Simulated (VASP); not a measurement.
The system is Pb.

```
Pb
1.0
     3.19966    0.00000    0.00000
     0.00000    3.19966    0.00000
     0.00000    0.00000    3.19966
Pb
1
Direct
  0.00000 0.00000 0.00000
```

| Property | Result |
| --- | --- |
| Program | VASP 6.6.1 |
| Task | relaxation of cell and atoms |
| Functional | revPBE |
| Potentials or basis | VASP PAW PBE potentials, release 64 (Pb_d) |
| Cutoff | 600 eV |
| k mesh | 10 × 10 × 10 |
| Occupations | fermi-dirac, width 0.1 eV |
| Spin | no spin polarisation |

At the start: pressure 3.0 GPa; volume 32.76 Å³/atom.

Task: How do energy, volume and symmetry change on relaxing?

Result: Over 3 steps the energy falls by 22.6 meV/atom and the volume is 35.34 Å³/atom (+7.9 %); space group Pm-3m (No. 221, to 0.05 Å).

Step by step:
```csv
step,energy change (eV),largest force (eV/Å),pressure (GPa),volume (Å³)
1,0.0000,0.0000,3.00,32.76
2,-0.0222,0.0000,-0.37,35.75
3,-0.0226,0.0000,0.04,35.34
```

Final structure:
```xyz
1
Lattice="3.2817 0.0000 0.0000 0.0000 3.2817 0.0000 0.0000 0.0000 3.2817" Properties=species:S:1:pos:R:3 pbc="T T T"
Pb    0.0000    0.0000    0.0000
```

Caveat: the PAW data sets were made with another functional, which shifts forces and pressure a little.
